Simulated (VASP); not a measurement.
A run of VASP 6.6.1:

The input INCAR:

```
ALGO = Normal
EDIFF = 1E-6
ENCUT = 520
GGA = PE
ISIF = 2
ISMEAR = 0
LASPH = True
LCHARG = True
LELF = True
LREAL = False
LVHAR = True
LWAVE = False
NBANDS = 31
NELM = 60
PREC = Accurate
SIGMA = 0.1
```

KPOINTS

```
k-points
0
Gamma
  4 4 4
```

File POSCAR:

```
Al3GaN4
1.0
    4.7407643700      0.0000000000      0.0000000000
    0.0000000000      4.7407643700      0.0000000000
    0.0000000000      0.0000000000      4.7407643700
Al Ga N
3 1 4
Direct
    0.0000000000      0.5000000000      0.5000000000
    0.5000000000      0.5000000000      0.0000000000
    0.5000000000      0.0000000000      0.5000000000
    0.0000000000      0.0000000000      0.0000000000
    0.5000000000      0.0000000000      0.0000000000
    0.0000000000      0.0000000000      0.5000000000
    0.5000000000      0.5000000000      0.5000000000
    0.0000000000      0.5000000000      0.0000000000
```

Potentials or basis: VASP PAW PBE potentials, release 64 (Al, Ga_d, N).

Command:

```console
$ cat potpaw_PBE.64/Al/POTCAR potpaw_PBE.64/Ga_d/POTCAR potpaw_PBE.64/N/POTCAR > POTCAR
$ mpirun -np 1 vasp_std > vasp.out
```

Hardware: 1 thread of Intel(R) Xeon(R) Platinum 8375C CPU @ 2.90GHz (Ice Lake) (shared host).

Estimate the wall time of this run.

Run time: 43 s on 1 thread of Intel(R) Xeon(R) Platinum 8375C CPU @ 2.90GHz (Ice Lake) (shared host), peak memory 0.21 GiB. Counts: scf iterations 14, k points 10.
